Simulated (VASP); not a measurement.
A run of VASP 6.6.1 is set up as follows.

Contents of INCAR:

```
SYSTEM = Ge
ALGO     = Normal         ! electronic algorithm
EDIFF    = 1E-6           ! SCF threshold, eV
ENCUT    = 520            ! plane-wave cutoff, eV
GGA      = CA             ! functional
ISIF     = 2              ! what is computed and relaxed
ISMEAR   = 0              ! smearing method
LASPH    = .TRUE.         ! aspherical terms in the spheres
LCHARG   = .FALSE.        ! write CHGCAR
LREAL    = .FALSE.        ! projectors in reciprocal space
LWAVE    = .FALSE.        ! write WAVECAR
NBANDS   = 21             ! bands
NELM     = 60             ! most SCF steps
PREC     = Accurate       ! precision mode
SIGMA    = 0.1            ! smearing width, eV
```

File KPOINTS:

```
k-points
0
G
  10 10 6
  0 0 0
```

POSCAR

```
Ge
1.0
    1.4880529250     -2.5946896100      0.0000000000
    1.4880529250      2.5946896100      0.0000000000
    0.0000000000      0.0000000000      4.7275957900
Ge
2
Direct
    0.6665533700      0.3334466300      0.2500000000
    0.3334466300      0.6665533700      0.7500000000
```

Potentials or basis: VASP PAW LDA potentials, release 64 (Ge_d).

Command:

```bash
$ cat potpaw_LDA.64/Ge_d/POTCAR > POTCAR
$ mpirun -np 1 vasp_std > vasp.out
```

Predict the band gap on the k mesh.

zero (bands 14 and 15 overlap by 8.86 eV).

What does it give for the pressure?

-1.3 GPa.

Stress tensor (GPa, compression positive):
```
-2.16  0.00  0.00
 0.00 -1.84  0.00
 0.00  0.00  0.24
```
